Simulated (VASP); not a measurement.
Crystal: InSe2.

```
In Se
1.0
     3.89489    0.00000    0.00000
     0.00000    3.89489    0.00000
     0.00000    0.00000    9.62623
In Se
2 4
Direct
  0.00000 0.50000 0.70647
  0.50000 0.00000 0.29353
  0.00000 0.50000 0.36621
  0.50000 0.00000 0.63379
  0.00000 0.00000 0.00000
  0.50000 0.50000 0.00000
```

```yaml
Program: VASP 6.6.1
Task: relaxation of cell and atoms
Functional: LDA
Potentials_or_basis: VASP PAW LDA potentials, release 64 (In_d, Se)
Cutoff: 500 eV
k_mesh: 10 × 10 × 4
Occupations: gaussian, width 0.1 eV
Spin: no spin polarisation
```

At the start: pressure -4.8 GPa; volume 24.34 Å³/atom.

Q: How do energy, volume and symmetry change on relaxing?

A: Over 19 steps the energy falls by 31.9 meV/atom and the volume is 22.29 Å³/atom (-8.4 %); space group P4/nmm (No. 129, to 0.1 Å) before and after.

The path:
```
step  energy change (eV)  largest force (eV/Å)  pressure (GPa)  volume (Å³)
   1              0.0000                0.1753           -4.83       146.03
   2             -0.1170                0.1439            3.02       131.04
   3             -0.1716                0.0246           -0.23       136.10
   4             -0.1819                0.0279           -0.15       135.19
   5             -0.1889                0.0476            0.05       133.64
   6             -0.1889                0.0463            0.05       133.69
   7             -0.1892                0.0474           -0.04       133.83
   8             -0.1896                0.0497           -0.25       134.17
   9             -0.1897                0.0482           -0.24       134.15
  10             -0.1900                0.0435           -0.21       134.11
  11             -0.1904                0.0351           -0.15       134.02
  12             -0.1908                0.0398           -0.02       133.84
  13             -0.1908                0.0383           -0.03       133.85
  14             -0.1909                0.0342           -0.01       133.82
  15             -0.1910                0.0220            0.05       133.73
  16             -0.1911                0.0042            0.17       133.55
  17             -0.1911                0.0089            0.11       133.63
  18             -0.1912                0.0086            0.08       133.68
  19             -0.1912                0.0096            0.03       133.76
```

Final structure:
```
In Se
1.0
     3.81017    0.00000    0.00000
     0.00000    3.81017    0.00000
     0.00000    0.00000    9.21385
In Se
2 4
Direct
  0.00000 0.50000 0.70242
  0.50000 0.00000 0.29758
  0.00000 0.50000 0.36718
  0.50000 0.00000 0.63282
  0.00000 0.00000 0.00000
  0.50000 0.50000 0.00000
```
